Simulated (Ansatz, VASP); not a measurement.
# One calculation of TiAl, two programs

File INCAR:

```
PREC = Accurate
ENCUT = 520
EDIFF = 1E-7
ISMEAR = 0
SIGMA = 0.1
LREAL = False
LASPH = True
NELM = 80
ALGO = Normal
ISIF = 2
LWAVE = False
LCHARG = False
GGA = PE
NBANDS = 14
```

The input KPOINTS:

```
regular mesh
0
Gamma
  15 15 8
```

POSCAR

```
TiAl
1.0
    3.0076433916      0.0000000000      0.0000000000
   -1.5038216958      2.6046955827      0.0000000000
    0.0000000000      0.0000000000      4.8369506987
Ti Al
1 1
Direct
    0.0000000000      0.0000000000     -0.0320644161
    0.3333333333      0.6666666667      0.5320644161
```

Input for Ansatz:

```yaml
crystal:
  lattice:
    - [3.0076433916, 0.0, 0.0]
    - [-1.5038216958, 2.6046955827, 0.0]
    - [0.0, 0.0, 4.8369506987]
  atoms:
    - { symbol: Ti, position: [0.0, 0.0, -0.0320644161] }
    - { symbol: Al, position: [0.3333333333, 0.6666666667, 0.5320644161] }
basis:
  ecutwfc: 420
kpoints:
  mp_grid: { grid: [15, 15, 8] }
hamiltonian:
  xc: pbe
scf:
  occupations: { method: gaussian, width: 0.1 }
output:
  forces: true
  stress: true
  eigenvalues: true
```

Alike in both runs: task single point; functional PBE; k mesh 15 × 15 × 8; occupations gaussian, width 0.1 eV; no spin polarisation.

|  | VASP | Ansatz |
| --- | --- | --- |
| version | VASP 6.6.1 | Ansatz 0.2.0 |
| potentials or method | VASP PAW PBE potentials, release 64 (Ti_sv, Al), cutoff 520 eV | scalar-relativistic, plane waves, PAW |
| valence electrons in the cell | 15 | 15 |

|  | VASP | Ansatz | Ansatz less VASP |
| --- | --- | --- | --- |
| gap on the k mesh at the Fermi level (eV) | none | none | - |
| pressure (GPa) | -7.2 | -7.2 | +0.04 |
| traceless stress, the component that is largest in VASP (GPa) | 1.38 | 1.36 | -0.020 |
| rms of the force components (eV/Å) | 0.872 | 0.870 | -0.0014 |

Atom by atom the forces differ by 0.001 eV/Å (rms over components). A gap of «none» marks a metal or a gap that the smearing closes. With one functional, cell and mesh, what is left measures potentials, basis and numerics.
